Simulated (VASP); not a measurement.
# MgB2 (P6/mmm) in VASP: notebook

MgB2 is run at these levels: PBEsol; tasks: vibrations by perturbation theory.

Everything below comes from runs of VASP 6.6.1. Logs are shortened: lines on timing, memory, paths and dates and some standing lists are left out, and cuts for length are marked.

### Step 1. The cell of the first run

Symmetry: P6/mmm, No. 191, hexagonal system. The conventional cell has a = 3.064 Å, b = 3.064 Å, c = 3.498 Å, α = 90.00°, β = 90.00°, γ = 120.00°. Within 3.3 Å of Mg (site symmetry 6/mmm) lie 12 B at 2.49 Å and 6 Mg at 3.06 Å. B (site symmetry -6m2) has 3 B at 1.77 Å within 2.3 Å.

### Step 2. Vibrations by perturbation theory, PBEsol

Contents of INCAR:

```
SYSTEM = MgB2
PREC = Accurate
ENCUT = 520
EDIFF = 1E-8
ISMEAR = -1
SIGMA = 0.15
LREAL = .False.
LASPH = .True.
NELM = 60
ALGO = Normal
ISIF = 2
LWAVE = .False.
LCHARG = .True.
GGA = PS
NBANDS = 11
IBRION = 8
NSW = 1
```

Contents of KPOINTS:

```
regular mesh
0
Gamma
  15 15 12
  0 0 0
```

Contents of POSCAR:

```
MgB2
1.0
    3.0642156131      0.0000000000      0.0000000000
   -1.5321078066      2.6536885636      0.0000000000
    0.0000000000      0.0000000000      3.4984914478
Mg B
1 2
Direct
    0.0000000000      0.0000000000      0.0000000000
    0.3333333333      0.6666666667      0.5000000000
    0.6666666667      0.3333333333      0.5000000000
```

Potentials or basis: VASP PAW PBE potentials, release 64 (Mg, B).

Command:

```console
$ cat potpaw_PBE.64/Mg/POTCAR potpaw_PBE.64/B/POTCAR > POTCAR
$ mpirun -np 1 vasp_std > vasp.out
```

OUTCAR:

```text
SYSTEM = MgB2
   PREC = Accurate
   ENCUT = 520
   EDIFF = 1E-8
   ISMEAR = -1
   LREAL = .False.
   LASPH = .True.
   NELM = 60
   ISIF = 2
   GGA = PS
   IBRION = 8
   NSW = 1

 ion  position               nearest neighbor table
   1  0.000  0.000  0.000-   2 2.49   3 2.49   2 2.49   3 2.49   3 2.49   3 2.49   2 2.49   2 2.49
                             3 2.49   3 2.49   2 2.49   2 2.49
   2  0.333  0.667  0.500-   3 1.77   3 1.77   3 1.77   1 2.49   1 2.49   1 2.49   1 2.49   1 2.49
                             1 2.49
   3  0.667  0.333  0.500-   2 1.77   2 1.77   2 1.77   1 2.49   1 2.49   1 2.49   1 2.49   1 2.49
                             1 2.49

  LATTYP: Found a hexagonal cell.
 ALAT       =     3.0642156131
 C/A-ratio  =     1.1417249598

  Lattice vectors:

 A1 = (   3.0642156131,   0.0000000000,   0.0000000000)
 A2 = (  -1.5321078066,   2.6536885636,   0.0000000000)
 A3 = (   0.0000000000,   0.0000000000,   3.4984914478)

Analysis of symmetry for initial positions (statically):
=====================================================================
 Subroutine PRICEL returns:
 Original cell was already a primitive cell.

 Routine SETGRP: Setting up the symmetry group for a
 hexagonal supercell.

 Subroutine GETGRP returns: Found 24 space group operations
 (whereof 24 operations were pure point group operations)
 out of a pool of 24 trial point group operations.

The static configuration has the point symmetry D_6h.

Analysis of symmetry for dynamics (positions and initial velocities):
=====================================================================
 Subroutine PRICEL returns:
 Original cell was already a primitive cell.

 Routine SETGRP: Setting up the symmetry group for a
 hexagonal supercell.

[... 518 lines left out ...]
     0.000000000  0.000000000  3.498491448     0.000000000  0.000000000  0.285837486

 POSITION                                       TOTAL-FORCE (eV/Angst)
 -----------------------------------------------------------------------------------
      0.00000      0.00000      0.00000        -0.000000      0.000000      0.000000
     -0.00000      1.76913      1.74925         0.000000      0.000000      0.000000
      1.53211      0.88456      1.74925        -0.000000      0.000000      0.000000
 -----------------------------------------------------------------------------------
    total drift:                                0.000000     -0.000000      0.000000

  FREE ENERGIE OF THE ION-ELECTRON SYSTEM (eV)
  ---------------------------------------------------
  free  energy   TOTEN  =       -16.2488102222 eV

  energy  without entropy=      -16.1991062411  energy(sigma->0) =      -16.22395823

[... ionic steps 2 to 3 ...]

--------------------------------------- Ionic step        4  -------------------------------------------

------------------------ aborting loop because EDIFF is reached ----------------------------------------
[... 11 lines left out ...]
[... ionic steps 8 to 8 ...]

--------------------------------------- Ionic step        9  -------------------------------------------

 Free energy of the ion-electron system (eV)
  ---------------------------------------------------
  ---------------------------------------------------
  free energy    TOTEN  =        -0.04177583 eV

  energy without entropy =       -0.04177584

------------------------ aborting loop because EDIFF is reached ----------------------------------------

 INTERNAL STRAIN TENSOR  FOR ION    2  DIRECTION 3   (eV/Angst):
 -----------------------------------------------------------------------------
     0.00377 -0.00000  0.00000
     0.00000  0.00377 -0.00000
     0.00000 -0.00000 -0.01075

 INTERNAL STRAIN TENSOR FOR ION    3 for displacements in x,y,z  (eV/Angst):
          X           Y           Z          XY          YZ          ZX
  --------------------------------------------------------------------------------
  x    -0.00000     0.00000     0.00000     3.55376     0.00000     0.00000
  y     3.55376    -3.55376    -0.00000     0.00000     0.00000     0.00000
  z     0.00000     0.00000     0.00000     0.00000     0.00000    -0.00000

 SECOND DERIVATIVES (NOT SYMMETRIZED)
 ------------------------------------
               1X          1Y          1Z          2X          2Y          2Z          3X          3Y          3Z
  1X    -4.907694    0.000000    0.000000    2.453847   -0.000000    0.000000    2.453847   -0.000000    0.000000
  1Y     0.000000   -4.907694    0.000000   -0.000000    2.453847    0.000000   -0.000000    2.453847    0.000000
  1Z     0.000000   -0.000000   -7.065432    0.000000    0.000000    3.532716    0.000000   -0.000000    3.532716
  2X     2.461619   -0.000000    0.000000   -8.700189    0.000000    0.000000    6.238570   -0.000000    0.000000
  2Y    -0.000000    2.461619    0.000000    0.000000   -8.700189    0.000000   -0.000000    6.238570    0.000000
  2Z     0.000000    0.000000    3.532066   -0.000000   -0.000000  -11.250648   -0.000000    0.000000    7.718582
  3X     2.461619   -0.000000    0.000000    6.238570   -0.000000    0.000000   -8.700189    0.000000    0.000000
  3Y    -0.000000    2.461619    0.000000   -0.000000    6.238570    0.000000    0.000000   -8.700189    0.000000
  3Z     0.000000    0.000000    3.532066   -0.000000    0.000000    7.718582   -0.000000   -0.000000  -11.250648

 Eigenvectors and eigenvalues of the dynamical matrix
 ----------------------------------------------------

   1 f  =   20.708214 THz   130.113546 2PiTHz  690.751669 cm-1    85.642253 meV
             X         Y         Z           dx          dy          dz
      0.000000  0.000000  0.000000     0.000000    0.000000   -0.000000
     -0.000000  1.769126  1.749246     0.000000    0.000000   -0.707107
      1.532108  0.884563  1.749246    -0.000000   -0.000000    0.707107
[... 43 lines left out ...]
   9 f/i=    0.008086 THz     0.050807 2PiTHz    0.269723 cm-1     0.033441 meV
             X         Y         Z           dx          dy          dz
      0.000000  0.000000  0.000000    -0.472272   -0.554037    0.000000
     -0.000000  1.769126  1.749246    -0.314478   -0.368924    0.000000
      1.532108  0.884563  1.749246    -0.314478   -0.368924    0.000000

--------------------------------------------------------------------------------------------------------

 ELASTIC MODULI CONTR FROM IONIC RELAXATION (kBar)
 Direction    XX          YY          ZZ          XY          YZ          ZX
 --------------------------------------------------------------------------------
 XX         -95.2250     95.2250      0.0000      0.0000      0.0000     -0.0000
 YY          95.2250    -95.2250     -0.0000      0.0000      0.0000      0.0000
 ZZ           0.0000     -0.0000     -0.0000     -0.0000      0.0000     -0.0000
 XY           0.0000      0.0000     -0.0000    -95.2250      0.0000     -0.0000
 YZ           0.0000      0.0000      0.0000      0.0000      0.0000      0.0000
 ZX          -0.0000      0.0000     -0.0000     -0.0000      0.0000     -0.0000
 --------------------------------------------------------------------------------
```

OSZICAR:

```text
N       E                     dE             d eps       ncg     rms          rms(c)
DAV:   1     0.345160989585E+01    0.34516E+01   -0.38286E+03  4478   0.615E+02
DAV:   2    -0.173041228424E+02   -0.20756E+02   -0.19587E+02  5343   0.108E+02
DAV:   3    -0.178650839897E+02   -0.56096E+00   -0.55852E+00  5397   0.144E+01
[... 59 lines left out ...]
RMM:   4    -0.417803152120E-01   -0.29545E-03   -0.16282E-04  9734   0.640E-02    0.128E-02
RMM:   5    -0.417814571972E-01   -0.11420E-05   -0.25608E-06 10158   0.101E-02    0.164E-03
RMM:   6    -0.417811564326E-01    0.30076E-06   -0.42281E-08 10468   0.120E-03    0.731E-04
RMM:   7    -0.417756465239E-01    0.55099E-05   -0.49651E-09 10064   0.482E-04    0.352E-05
RMM:   8    -0.417758291306E-01   -0.18261E-06    0.16905E-09 10969   0.449E-05    0.139E-05
RMM:   9    -0.417758349215E-01   -0.57909E-08   -0.16134E-09 10825   0.134E-05    0.719E-07
 Linear response finished
```

Run time: 6.9 min. Hardware: 1 thread of AMD EPYC 7R13 (Zen 3), shared host; peak memory 0.68 GiB.

What came out:

- Highest phonon frequency at Γ: 691 cm⁻¹

Phonon frequencies in cm⁻¹ (negative: imaginary):
| q point | frequencies |
| --- | --- |
| (0.000, 0.000, 0.000) | 0 0 0 342 342 410 613 613 691 |

Caveat: the PAW data sets were made with another functional, which shifts forces and pressure a little.

### Step 3. Vibrations by perturbation theory, PBEsol (9.67 Å³/atom)

This run uses another cell than the first one, of 9.67 Å³/atom.

Contents of INCAR:

```
SYSTEM = MgB2
PREC     = Accurate       ! precision mode
ENCUT    = 520            ! plane-wave cutoff, eV
EDIFF    = 1E-8           ! SCF threshold, eV
ISMEAR   = -1             ! smearing method
SIGMA    = 0.15           ! smearing width, eV
LREAL    = .FALSE.        ! projectors in reciprocal space
LASPH    = .TRUE.         ! aspherical terms in the spheres
NELM     = 60             ! most SCF steps
ALGO     = Normal         ! electronic algorithm
ISIF     = 2              ! what is computed and relaxed
LWAVE    = .FALSE.        ! write WAVECAR
LCHARG   = .TRUE.         ! write CHGCAR
GGA      = PS             ! functional
IBRION   = 8              ! ionic algorithm
NSW      = 1              ! ionic steps
```

Contents of KPOINTS:

```
regular mesh
0
G
  15 15 12
  0 0 0
```

Contents of POSCAR:

```
MgB2
1.0
    3.0801439144      0.0000000000      0.0000000000
   -1.5400719572      2.6674828771      0.0000000000
    0.0000000000      0.0000000000      3.5316496463
Mg B
1 2
Direct
    0.0000000000      0.0000000000      0.0000000000
    0.3333333333      0.6666666667      0.5000000000
    0.6666666667      0.3333333333      0.5000000000
```

Potentials or basis: VASP PAW PBE potentials, release 64 (Mg, B).

Command:

```console
$ cat potpaw_PBE.64/Mg/POTCAR potpaw_PBE.64/B/POTCAR > POTCAR
$ mpirun -np 1 vasp_std > vasp.out
```

OUTCAR:

```text
SYSTEM = MgB2
   PREC = Accurate
   ENCUT = 520
   EDIFF = 1E-8
   ISMEAR = -1
   LREAL = .FALSE.
   LASPH = .TRUE.
   NELM = 60
   ISIF = 2
   GGA = PS
   IBRION = 8
   NSW = 1

 ion  position               nearest neighbor table
   1  0.000  0.000  0.000-   2 2.51   3 2.51   2 2.51   3 2.51   2 2.51   2 2.51   3 2.51   3 2.51
                             3 2.51   3 2.51   2 2.51   2 2.51
   2  0.333  0.667  0.500-   3 1.78   3 1.78   3 1.78   1 2.51   1 2.51   1 2.51   1 2.51   1 2.51
                             1 2.51
   3  0.667  0.333  0.500-   2 1.78   2 1.78   2 1.78   1 2.51   1 2.51   1 2.51   1 2.51   1 2.51
                             1 2.51

  LATTYP: Found a hexagonal cell.
 ALAT       =     3.0801439144
 C/A-ratio  =     1.1465859208

  Lattice vectors:

[... 525 lines left out ...]
  --------------------------------------------------------------------------------
  x     0.00000     0.00000     0.00000     3.18884     0.00000     0.00000
  y     3.18884    -3.18884     0.00000     0.00000     0.00000     0.00000
  z     0.00000     0.00000     0.00000     0.00000     0.00000     0.00000

 SECOND DERIVATIVES (NOT SYMMETRIZED)
 ------------------------------------
               1X          1Y          1Z          2X          2Y          2Z          3X          3Y          3Z
  1X    -4.562990    0.000000    0.000000    2.281495    0.000000    0.000000    2.281495    0.000000    0.000000
  1Y     0.000000   -4.562990    0.000000    0.000000    2.281495    0.000000    0.000000    2.281495    0.000000
  1Z     0.000000    0.000000   -6.494894    0.000000    0.000000    3.247447    0.000000    0.000000    3.247447
  2X     2.288858    0.000000    0.000000   -8.055484    0.000000    0.000000    5.766626    0.000000    0.000000
  2Y     0.000000    2.288858    0.000000   -0.000000   -8.055484    0.000000    0.000000    5.766626    0.000000
  2Z     0.000000   -0.000000    3.247276    0.000000   -0.000000  -10.872583    0.000000    0.000000    7.625307
  3X     2.288858    0.000000    0.000000    5.766626    0.000000    0.000000   -8.055484    0.000000    0.000000
  3Y     0.000000    2.288858    0.000000    0.000000    5.766626    0.000000   -0.000000   -8.055484    0.000000
  3Z     0.000000   -0.000000    3.247276    0.000000    0.000000    7.625307    0.000000   -0.000000  -10.872583

 Eigenvectors and eigenvalues of the dynamical matrix
 ----------------------------------------------------

   1 f  =   20.449321 THz   128.486873 2PiTHz  682.115925 cm-1    84.571558 meV
             X         Y         Z           dx          dy          dz
      0.000000  0.000000  0.000000    -0.000000    0.000000   -0.000000
     -0.000000  1.778322  1.765825    -0.000000    0.000000   -0.707107
      1.540072  0.889161  1.765825     0.000000   -0.000000    0.707107
[... 43 lines left out ...]
   9 f/i=    0.007945 THz     0.049917 2PiTHz    0.265002 cm-1     0.032856 meV
             X         Y         Z           dx          dy          dz
      0.000000  0.000000  0.000000    -0.647872    0.332074   -0.000000
     -0.000000  1.778322  1.765825    -0.431395    0.221116   -0.000000
      1.540072  0.889161  1.765825    -0.431395    0.221116   -0.000000

--------------------------------------------------------------------------------------------------------

 ELASTIC MODULI CONTR FROM IONIC RELAXATION (kBar)
 Direction    XX          YY          ZZ          XY          YZ          ZX
 --------------------------------------------------------------------------------
 XX         -81.2421     81.2421      0.0000      0.0000      0.0000      0.0000
 YY          81.2421    -81.2421      0.0000     -0.0000      0.0000      0.0000
 ZZ           0.0000      0.0000      0.0000      0.0000      0.0000      0.0000
 XY           0.0000     -0.0000      0.0000    -81.2421      0.0000      0.0000
 YZ           0.0000      0.0000      0.0000      0.0000      0.0000      0.0000
 ZX           0.0000      0.0000      0.0000      0.0000      0.0000      0.0000
 --------------------------------------------------------------------------------
```

OSZICAR:

```text
N       E                     dE             d eps       ncg     rms          rms(c)
DAV:   1     0.523255720851E+01    0.52326E+01   -0.39553E+03  3200   0.842E+02
DAV:   2    -0.175234837189E+02   -0.22756E+02   -0.21819E+02  4352   0.110E+02
DAV:   3    -0.178410887428E+02   -0.31761E+00   -0.31140E+00  3936   0.156E+01
[... 60 lines left out ...]
RMM:   6    -0.415275402615E-01   -0.36344E-05   -0.16007E-07  7825   0.264E-03    0.748E-04
RMM:   7    -0.415203893107E-01    0.71510E-05   -0.15954E-08  7232   0.886E-04    0.395E-05
RMM:   8    -0.415206964095E-01   -0.30710E-06   -0.63240E-10  8114   0.112E-04    0.188E-05
RMM:   9    -0.415206681293E-01    0.28280E-07   -0.41786E-09  7908   0.361E-05    0.108E-06
RMM:  10    -0.415206571861E-01    0.10943E-07   -0.29287E-09  7424   0.193E-05    0.532E-07
RMM:  11    -0.415206598421E-01   -0.26560E-08   -0.10818E-09  4888   0.173E-05    0.585E-08
 Linear response finished
```

stdout:

```text
POSCAR found type information on POSCAR MgB
 POSCAR found :  2 types and       3 ions
 scaLAPACK will be used
 -----------------------------------------------------------------------------
|                                                                             |
|                                                                             |
|     You enforced a specific xc type in the INCAR file but a different       |
|     I HOPE YOU KNOW WHAT YOU ARE DOING!                                     |
|                                                                             |
 -----------------------------------------------------------------------------

 LDA part: xc-table for (Slater+PW92), standard interpolation
 POSCAR, INCAR and KPOINTS ok, starting setup
 FFT: planning ... GRIDC
 FFT: planning ... GRID_SOFT
 FFT: planning ... GRID
 WAVECAR not read
 entering main loop
 Linear response reoptimize wavefunctions to high precision
 Linear response DOF=           4
 Linear response progress:
 first order change of Fermi-energy   0.30720E-04
 force on displaced ion       1 direction 1 :  -4.563   0.000   0.000
 Linear response progress:
 first order change of Fermi-energy   0.14262E-03
 force on displaced ion       1 direction 3 :  -0.000   0.000  -6.495
 Linear response progress:
 first order change of Fermi-energy  -0.36917E-04
 force on displaced ion       2 direction 1 :  -8.055   0.002   0.000
 Linear response progress:
 first order change of Fermi-energy   0.60414E-04
 force on displaced ion       2 direction 3 :  -0.000  -0.000 -10.873
 Linear response finished
```

It took 5.5 min on 1 thread of AMD EPYC 7R13 (Zen 3), shared host; peak memory 0.58 GiB.

Results:

* Highest phonon frequency at Γ: 682 cm⁻¹

Phonon frequencies in cm⁻¹ (negative: imaginary):
```tsv
q point	frequencies
(0.000, 0.000, 0.000)	0 0 0 330 330 393 590 590 682
```

Caveat: the cell stands under pressure or tension, which shifts response properties; the PAW data sets were made with another functional, which shifts forces and pressure a little.
